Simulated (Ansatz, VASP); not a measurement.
**GaGe: VASP beside Ansatz**

File INCAR:

```
SYSTEM = GaGe
  PREC = Accurate
  ENCUT = 520
  EDIFF = 1E-6
  ISMEAR = 0
  SIGMA = 0.1
  LREAL = .FALSE.
  LASPH = .TRUE.
  NELM = 100
  ALGO = Normal
  ISIF = 2
  LWAVE = .FALSE.
  LCHARG = .TRUE.
  GGA = PS
  LELF = .TRUE.
  LVHAR = .TRUE.
  NBANDS = 20
```

The input KPOINTS:

```
Automatic mesh
0
G
  12 12 12
  0 0 0
```

POSCAR

```
GaGe
1.0
   -0.0174160424      2.7958688696      2.7728020314
    2.8133428690     -0.0579568800      2.8133428690
    2.7728020314      2.7958688696     -0.0174160424
Ga Ge
1 1
Direct
    0.7649077135      0.7473778661      0.7649077135
   -0.0149077135      0.0026221339     -0.0149077135
```

Input for Ansatz:

```yaml
crystal:
  lattice:
    - [-0.0174160424, 2.7958688696, 2.7728020314]
    - [2.813342869, -0.05795688, 2.813342869]
    - [2.7728020314, 2.7958688696, -0.0174160424]
  atoms:
    - { symbol: Ga, position: [0.7649077135, 0.7473778661, 0.7649077135] }
    - { symbol: Ge, position: [-0.0149077135, 0.0026221339, -0.0149077135] }
basis:
  ecutwfc: 420
kpoints:
  mp_grid: { grid: [12, 12, 12] }
hamiltonian:
  xc: pbesol
scf:
  occupations: { method: gaussian, width: 0.1 }
output:
  forces: true
  stress: true
  eigenvalues: true
  populations: true
```

Alike in both runs: task single point; functional PBEsol; k mesh 12 × 12 × 12; occupations gaussian, width 0.1 eV; no spin polarisation.

```csv
,VASP,Ansatz
version,VASP 6.6.1,Ansatz 0.2.0
potentials or method,"VASP PAW PBE potentials, release 64 (Ga_d, Ge_d), cutoff 520 eV","scalar-relativistic, plane waves, PAW"
valence electrons in the cell,27,27
```

VASP gave:

```
gap on the k mesh at the Fermi level (eV)                     : none
pressure (GPa)                                                : 4.2
traceless stress, the component that is largest in VASP (GPa) : 6.90
rms of the force components (eV/Å)                            : 1.131
```

Q: Estimate Ansatz's values.

A: gap on the k mesh at the Fermi level (eV): none; pressure (GPa): 4.2; traceless stress, the component that is largest in VASP (GPa): 6.92; rms of the force components (eV/Å): 1.135.

VASP's potentials were made for PBE, not for PBEsol. Atom by atom the forces differ by 0.003 eV/Å (rms over components). A gap of «none» marks a metal or a gap that the smearing closes.
